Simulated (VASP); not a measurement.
# Co (P6_3/mmc) in VASP: a series of runs

The runs below take Co through single point, with BLYP, BLYP+D3(BJ).

Everything below comes from runs of VASP 6.6.1. Logs are shortened: lines on timing, memory, paths and dates and some standing lists are left out, and cuts for length are marked.

## (1) The cell of the first run

It takes space group P6_3/mmc (No. 194, hexagonal). Conventional cell: a = 2.519 Å, b = 2.519 Å, c = 8.247 Å, α = 90.00°, β = 90.00°, γ = 120.00°. Within 3.3 Å of Co (site symmetry -6m2) lie 12 Co at 2.52 Å. Co (site symmetry -3m) has 12 Co at 2.52 Å within 3.3 Å.

## (2) Single point, BLYP, collinear spin, ferromagnetic start

Input file INCAR:

```
SYSTEM = Co
PREC = Accurate
ENCUT = 690
EDIFF = 1E-6
ISMEAR = -1
SIGMA = 0.05
LREAL = .FALSE.
LASPH = .TRUE.
NELM = 200
ALGO = Normal
ISIF = 2
LWAVE = .FALSE.
LCHARG = .TRUE.
ISPIN = 2
MAGMOM = 2 2 2 2
LORBIT = 11
LMAXMIX = 4
GGA = B5
ALDAX = 1.0
AGGAX = 1.0
AGGAC = 1.0
ALDAC = 0.0
LELF = .TRUE.
LVHAR = .TRUE.
NBANDS = 46
GGA_COMPAT = .FALSE.
```

Input file KPOINTS:

```
regular mesh
0
G
  12 12 4
  0 0 0
```

Input file POSCAR:

```
Co
1.0
    2.5190164704      0.0000000000      0.0000000000
   -1.2595082352      2.1815322559      0.0000000000
    0.0000000000      0.0000000000      8.2468668932
Co
4
Direct
    0.6666666667      0.3333333333      0.7500000000
    0.0000000000      0.0000000000      0.5000000000
    0.3333333333      0.6666666667      0.2500000000
    0.0000000000      0.0000000000      0.0000000000
```

Potentials or basis: VASP PAW PBE potentials, release 64 (Co_sv).

Started as:

```sh
> cat potpaw_PBE.64/Co_sv/POTCAR > POTCAR
> mpirun -np 1 vasp_std > vasp.out
```

OUTCAR:

```text
SYSTEM = Co
   PREC = Accurate
   ENCUT = 690
   EDIFF = 1E-6
   ISMEAR = -1
   LREAL = .FALSE.
   LASPH = .TRUE.
   NELM = 200
   ISIF = 2
   ISPIN = 2
   LORBIT = 11
   GGA = B5

 ion  position               nearest neighbor table
   1  0.667  0.333  0.750-   2 2.52   4 2.52   2 2.52   4 2.52   2 2.52   4 2.52
   2  0.000  0.000  0.500-   1 2.52   3 2.52   3 2.52   1 2.52   1 2.52   3 2.52
   3  0.333  0.667  0.250-   2 2.52   4 2.52   2 2.52   4 2.52   2 2.52   4 2.52
   4  0.000  0.000  0.000-   1 2.52   3 2.52   3 2.52   1 2.52   1 2.52   3 2.52

  LATTYP: Found a hexagonal cell.
 ALAT       =     2.5190164704
 C/A-ratio  =     3.2738439745

  Lattice vectors:

 A1 = (   2.5190164704,   0.0000000000,   0.0000000000)
 A2 = (  -1.2595082352,   2.1815322559,   0.0000000000)
 A3 = (   0.0000000000,   0.0000000000,   8.2468668932)

Analysis of symmetry for initial positions (statically):
=====================================================================
 Subroutine PRICEL returns:
 Original cell was already a primitive cell.

 Routine SETGRP: Setting up the symmetry group for a
 hexagonal supercell.

 Subroutine GETGRP returns: Found 24 space group operations
 (whereof 12 operations were pure point group operations)
 out of a pool of 24 trial point group operations.

The static configuration has the point symmetry D_3d.
 The point group associated with its full space group is D_6h.

Analysis of symmetry for dynamics (positions and initial velocities):
=====================================================================
 Subroutine PRICEL returns:
 Original cell was already a primitive cell.

 Routine SETGRP: Setting up the symmetry group for a
 hexagonal supercell.

 Subroutine GETGRP returns: Found 24 space group operations
 (whereof 12 operations were pure point group operations)
 out of a pool of 24 trial point group operations.

The dynamic configuration has the point symmetry D_3d.
 The point group associated with its full space group is D_6h.

Analysis of structural, dynamic, and magnetic symmetry:
=====================================================================
 Subroutine PRICEL returns:
 Original cell was already a primitive cell.

 Routine SETGRP: Setting up the symmetry group for a
 hexagonal supercell.

 Subroutine GETGRP returns: Found 24 space group operations
 (whereof 12 operations were pure point group operations)
 out of a pool of 24 trial point group operations.

The overall configuration has the point symmetry D_3d.
 The point group associated with its full space group is D_6h.

 Subroutine INISYM returns: Found 24 space group operations
 (whereof 12 operations are pure point group operations),
 and found     1 'primitive' translations

----------------------------------------------------------------------------------------

                                     Primitive cell

  volume of cell :      45.3191

  direct lattice vectors                    reciprocal lattice vectors
     2.519016470  0.000000000  0.000000000     0.396980334  0.229196703  0.000000000
    -1.259508235  2.181532256  0.000000000     0.000000000  0.458393406  0.000000000
     0.000000000  0.000000000  8.246866893     0.000000000  0.000000000  0.121258171

  length of vectors
     2.519016470  2.519016470  8.246866893     0.458393406  0.458393406  0.121258171

  position of ions in fractional coordinates (direct lattice)
     0.666666667  0.333333333  0.750000000
     0.000000000  0.000000000  0.500000000
     0.333333333  0.666666667  0.250000000
     0.000000000  0.000000000  0.000000000

  ion indices of the primitive-cell ions
   primitive index   ion index
                 1           1
                 2           2
                 3           3
                 4           4

----------------------------------------------------------------------------------------

 KPOINTS: regular mesh

Automatic generation of k-mesh.
 Grid dimensions read from file:
 generate k-points for:   12   12    4

 Generating k-lattice:

  Cartesian coordinates                     Fractional coordinates (reciprocal lattice)
     0.033081695  0.019099725  0.000000000     0.083333333  0.000000000  0.000000000
     0.000000000  0.038199450  0.000000000     0.000000000  0.083333333  0.000000000
     0.000000000  0.000000000  0.030314543     0.000000000  0.000000000  0.250000000

  Length of vectors
     0.038199450  0.038199450  0.030314543

  Shift w.r.t. Gamma in fractional coordinates (k-lattice)
     0.000000000  0.000000000  0.000000000

 Subroutine IBZKPT returns following result:
 ===========================================

 Found     57 irreducible k-points:

 Following reciprocal coordinates:
            Coordinates               Weight
  0.000000  0.000000  0.000000      1.000000
  0.083333 -0.000000  0.000000      6.000000
  0.166667 -0.000000  0.000000      6.000000
  0.250000  0.000000  0.000000      6.000000
  0.333333  0.000000  0.000000      6.000000
  0.416667  0.000000  0.000000      6.000000
[... 16 lines left out ...]
  0.250000  0.000000  0.250000     12.000000
  0.333333  0.000000  0.250000     12.000000
 [... further k-points ...]
   k-points           NKPTS =     57   k-points in BZ     NKDIM =     57   number of bands    NBANDS=     46
   number of dos      NEDOS =    301   number of ions     NIONS =      4
   total plane-waves  NPLWV =  41472
   dimension x,y,z NGX =    24 NGY =   24 NGZ =   72
   dimension x,y,z NGXF=    48 NGYF=   48 NGZF=  144
   ions per type =               4
   NGX,Y,Z   is equivalent  to a cutoff of  15.84, 15.84, 14.51 a.u.
   NGXF,Y,Z  is equivalent  to a cutoff of  31.68, 31.68, 29.03 a.u.
 SYSTEM =  Co
   PREC   = accura    normal or accurate (medium, high low for compatibility)
   ISTART =      0    job   : 0-new  1-cont  2-samecut
   ICHARG =      2    charge: 1-file 2-atom 10-const
   ISPIN  =      2    spin polarized calculation?
   LNONCOLLINEAR =      F non collinear calculations
   LSORBIT =      F    spin-orbit coupling
   LASPH  =      T    aspherical Exc in radial PAW
   ENCUT  =  690.0 eV  50.71 Ry    7.12 a.u.   5.40  5.40 17.66*2*pi/ulx,y,z
   NELM   =    200;   NELMIN=  2; NELMDL= -5     # of ELM steps
   EDIFF  = 0.1E-05   stopping-criterion for ELM
   LREAL  =      F    real-space projection
   EDIFFG = 0.1E-04   stopping-criterion for IOM
   NSW    =      0    number of steps for IOM
   IBRION =     -1    ionic relax: 0-MD 1-quasi-New 2-CG
   NFREE  =      0    steps in history (QN), initial steepest desc. (CG)
   ISIF   =      2    stress and relaxation
   ISYM   =      2    0-nonsym 1-usesym 2-fastsym
   POTIM  = 0.5000    time-step for ionic-motion
   TEBEG  =    0.0;   TEEND  =   0.0 temperature during run
   PSTRESS=    0.0 pullay stress
   NELECT =      68.0000    total number of electrons
   NUPDOWN=      -1.0000    fix difference up-down
   EMIN   =  10.00;   EMAX   =-10.00  energy-range for DOS
   EFERMI =   0.00;   METHOD = LEGACY
   ISMEAR =    -1;   SIGMA  =   0.05  broadening in eV -4-tet -1-fermi 0-gaus
   EFERMI_NEDOS =   21; number of points for ismear=-14 and -15
   IALGO  =     38    algorithm
   IMIX   =      4    mixing-type and parameters
     AMIX     =   0.40;   BMIX     =  1.00
     AMIX_MAG =   1.60;   BMIX_MAG =  1.00
  volume/ion in A,a.u.               =      11.33        76.46
  Fermi-wavevector in a.u.,A,eV,Ry     =   1.874206  3.541735 47.792465  3.512647
  Thomas-Fermi vector in A             =   2.919191
   LORBIT       =     11    0 simple, 1 ext, 2 COOP (PROOUT), +10 PAW based schemes
   GGA     = B5    functional components
   LHFCALC =     F    Hartree Fock is set to
   AEXX    =    0.0000 exact exchange contribution
   IVDW    =     0    specifies the selected vdW correction
   LEPSILON=     F    determine dielectric tensor
   LRPA    =     F    only Hartree local field effects (RPA)
 spin polarized calculation
  energy-cutoff  :      690.00
  volume of cell :       45.32
 maximum number of plane-waves:      1907
 NGX is ok and might be reduce to    24
   NGX = 11   NGY = 11   NGZ = 35

 number of electron      67.9999968 magnetization       6.6489950

 Free energy of the ion-electron system (eV)
  ---------------------------------------------------
  ext. energy  EPLUGINS =         0.00000000
  ---------------------------------------------------
  free energy    TOTEN  =       -24.46796494 eV

  energy without entropy =      -24.43275348  energy(sigma->0) =      -24.45035921

 E-fermi :  11.8419     XC(G=0): -13.0598

 val. band max:       11.8388257904   @ k =   0.1667   0.0833   0.0000
 cond. band min:      11.8529746770   @ k =   0.2500   0.0833   0.2500
 fundamental gap:      0.0141488866
 Fermi energy:        11.8419493107

 spin component 1

 k-point     1 :       0.0000    0.0000    0.0000
  band No.  band energies     occupation
      1     -83.8138      1.00000
      2     -83.8031      1.00000
      3     -83.7660      1.00000
      4     -83.7552      1.00000
      5     -47.4389      1.00000
      6     -47.3387      1.00000
[... 38 lines left out ...]
     45      34.1296      0.00000
     46      34.9850      0.00000

 k-point     2 :       0.0833   -0.0000    0.0000
  band No.  band energies     occupation
      1     -83.8112      1.00000
      2     -83.8010      1.00000
      3     -83.7639      1.00000
      4     -83.7537      1.00000
      5     -47.4331      1.00000
      6     -47.3391      1.00000
[... 38 lines left out ...]
     45      32.9854      0.00000
     46      33.0115      0.00000

 k-point     3 :       0.1667   -0.0000    0.0000
  band No.  band energies     occupation
      1     -83.8041      1.00000
      2     -83.7954      1.00000
      3     -83.7583      1.00000
      4     -83.7496      1.00000
      5     -47.4166      1.00000
      6     -47.3416      1.00000
[... 1018 lines left out ...]
     45      27.3630      0.00000
     46      29.5515      0.00000

 k-point    24 :       0.3333    0.0000    0.2500
  band No.  band energies     occupation
      1     -83.7836      1.00000
      2     -83.7807      1.00000
      3     -83.7422      1.00000
      4     -83.7393      1.00000
      5     -47.3854      1.00000
      6     -47.3629      1.00000
[... 38 lines left out ...]
     45      26.0615      0.00000
     46      26.9172      0.00000

 [... further k-points ...]

 spin component 2

 k-point     1 :       0.0000    0.0000    0.0000
  band No.  band energies     occupation
      1     -81.7065      1.00000
      2     -81.6870      1.00000
      3     -81.6759      1.00000
      4     -81.6563      1.00000
      5     -45.4091      1.00000
      6     -45.2743      1.00000
[... 38 lines left out ...]
     45      33.8674      0.00000
     46      34.7736      0.00000

 k-point     2 :       0.0833   -0.0000    0.0000
  band No.  band energies     occupation
      1     -81.7035      1.00000
      2     -81.6847      1.00000
      3     -81.6737      1.00000
      4     -81.6548      1.00000
      5     -45.4025      1.00000
      6     -45.2755      1.00000
[... 38 lines left out ...]
     45      32.9851      0.00000
     46      33.0572      0.00000

 k-point     3 :       0.1667   -0.0000    0.0000
  band No.  band energies     occupation
      1     -81.6954      1.00000
      2     -81.6787      1.00000
      3     -81.6676      1.00000
      4     -81.6508      1.00000
      5     -45.3837      1.00000
      6     -45.2819      1.00000
[... 1018 lines left out ...]
     45      27.7890      0.00000
     46      29.8688      0.00000

 k-point    24 :       0.3333    0.0000    0.2500
  band No.  band energies     occupation
      1     -81.6707      1.00000
      2     -81.6643      1.00000
      3     -81.6488      1.00000
      4     -81.6424      1.00000
      5     -45.3531      1.00000
      6     -45.3294      1.00000
[... 38 lines left out ...]
     45      26.4683      0.00000
     46      27.3648      0.00000

 [... further k-points ...]

------------------------ aborting loop because EDIFF is reached ----------------------------------------

  FORCE on cell =-STRESS in cart. coord.  units (eV):
  Direction    XX          YY          ZZ          XY          YZ          ZX
  --------------------------------------------------------------------------------------
  -------------------------------------------------------------------------------------
  Total        0.4512415      0.4512415     -0.4525613     -0.0000000      0.0000000      0.0000000
  in kB       15.9528406     15.9528406    -15.9994979     -0.0000000      0.0000000      0.0000000
  external PRESSURE =       5.3020611 kB  Pullay stress =       0.0000000 kB

 VOLUME and BASIS-vectors are now :
 -----------------------------------------------------------------------------
  energy-cutoff  :      690.00
  volume of cell :       45.32
      direct lattice vectors                 reciprocal lattice vectors
     2.519016470  0.000000000  0.000000000     0.396980334  0.229196703  0.000000000
    -1.259508235  2.181532256  0.000000000     0.000000000  0.458393406  0.000000000
     0.000000000  0.000000000  8.246866893     0.000000000  0.000000000  0.121258171

 POSITION                                       TOTAL-FORCE (eV/Angst)
 -----------------------------------------------------------------------------------
      1.25951      0.72718      6.18515         0.000000     -0.000000      0.000000
      0.00000      0.00000      4.12343        -0.000000      0.000000      0.000000
     -0.00000      1.45435      2.06172        -0.000000      0.000000      0.000000
      0.00000      0.00000      0.00000        -0.000000      0.000000      0.000000
 -----------------------------------------------------------------------------------
    total drift:                               -0.000000      0.000000      0.000000

  FREE ENERGIE OF THE ION-ELECTRON SYSTEM (eV)
  ---------------------------------------------------
  free  energy   TOTEN  =       -24.4679649366 eV

  energy  without entropy=      -24.4327534759  energy(sigma->0) =      -24.45035921

 total charge

# of ion       s       p       d       tot
------------------------------------------
    1        2.242   6.105   6.731  15.078
    2        2.242   6.104   6.737  15.083
    3        2.242   6.105   6.731  15.078
    4        2.242   6.104   6.737  15.083
--------------------------------------------------
tot          8.969  24.417  26.936  60.322

 magnetization (x)

# of ion       s       p       d       tot
------------------------------------------
    1       -0.004  -0.012   1.742   1.727
    2       -0.004  -0.011   1.721   1.706
    3       -0.004  -0.012   1.742   1.727
    4       -0.004  -0.011   1.721   1.706
--------------------------------------------------
tot         -0.015  -0.046   6.926   6.865
```

It took 5.8 min on 1 thread of Intel Xeon Platinum 8488C (Sapphire Rapids), shared host; peak memory 0.37 GiB.

What came out:

| Property | Result |
| --- | --- |
| Free energy | -24.4680 eV |
| Pressure | 0.5 GPa |
| Net moment | 6.65 μB per cell |
| Site moments | Co +1.73, +1.71 (each value once) μB |
| Valence electrons inside the program's atomic spheres | Co 15.08 |

Caveat: the PAW data sets were made with another functional, which shifts forces and pressure a little.

## (3) Single point, BLYP+D3(BJ), collinear spin, ferromagnetic start

This run uses another cell than the first one, of 10.63 Å³/atom.

Input file INCAR:

```
PREC = Accurate ; ENCUT = 600
EDIFF = 1E-6 ; ISMEAR = -1
SIGMA = 0.05 ; LREAL = F
LASPH = T ; NELM = 200
ALGO = Normal ; ISIF = 2
LWAVE = F ; LCHARG = F
ISPIN = 2 ; MAGMOM = 2 2 2 2
LORBIT = 11 ; LMAXMIX = 4
GGA = B5 ; ALDAX = 1.0
AGGAX = 1.0 ; AGGAC = 1.0
ALDAC = 0.0 ; IVDW = 12
VDW_S6 = 1.0 ; VDW_S8 = 2.6996
VDW_A1 = 0.4298 ; VDW_A2 = 4.2359
NBANDS = 30 ; GGA_COMPAT = F
```

Input file KPOINTS:

```
regular mesh
0
Gamma
  12 12 4
```

Input file POSCAR:

```
Co
1.0
    2.4764874689      0.0000000000      0.0000000000
   -1.2382437345      2.1447010602      0.0000000000
    0.0000000000      0.0000000000      8.0025759479
Co
4
Direct
    0.6666666667      0.3333333333      0.7500000000
    0.0000000000      0.0000000000      0.5000000000
    0.3333333333      0.6666666667      0.2500000000
    0.0000000000      0.0000000000      0.0000000000
```

Potentials or basis: VASP PAW PBE potentials, release 64 (Co).

Started as:

```sh
> cat potpaw_PBE.64/Co/POTCAR > POTCAR
> mpirun -np 1 vasp_std > vasp.out
```

Wall time 5 min (1 thread of Oxide Virtual Turin-like, shared host); peak memory 0.24 GiB.

Results (log left out):

```
Free energy                                           : -28.0088 eV
Pressure                                              : -0.7 GPa
Net moment                                            : 6.37 μB per cell
Site moments                                          : Co +1.61, +1.59 (each value once) μB
Valence electrons inside the program's atomic spheres : Co 8.34
Dispersion energy per atom                            : -0.974 eV
```

Levels at points of the mesh, in eV from the Fermi level:
Spin up:
| k point | band 18 | band 19 | band 20 | band 21 | band 22 | band 23 | band 24 | band 25 |
| --- | --- | --- | --- | --- | --- | --- | --- | --- |
| (0.00, 0.00, 0.00) | -1.46 | -1.46 | -1.12 | -1.12 | -0.71 | -0.71 | 0.09 | 6.58 |
| (0.50, 0.00, 0.00) | -0.50 | -0.47 | -0.45 | 0.45 | 1.58 | 2.64 | 3.25 | 7.16 |
| (0.00, 0.00, 0.50) | -1.61 | -1.61 | -1.61 | -0.89 | -0.89 | -0.89 | -0.89 | 9.70 |
| (0.50, 0.00, 0.50) | -0.65 | -0.51 | -0.51 | 1.41 | 1.41 | 2.97 | 2.97 | 7.55 |
Spin down:
```csv
k point,band 11,band 12,band 13,band 14,band 15,band 16,band 17,band 18
"(0.00, 0.00, 0.00)",-1.11,-0.89,-0.89,-0.85,-0.85,-0.01,-0.01,0.11
"(0.50, 0.00, 0.00)",-0.78,-0.16,-0.12,0.72,1.15,1.19,1.21,1.22
"(0.00, 0.00, 0.50)",-1.11,-1.11,-1.01,-1.01,-1.01,-1.01,0.19,0.19
"(0.50, 0.00, 0.50)",-0.78,-0.78,-0.20,-0.20,0.80,0.80,1.16,1.16
```

Caveat: the PAW data sets were made with another functional, which shifts forces and pressure a little.
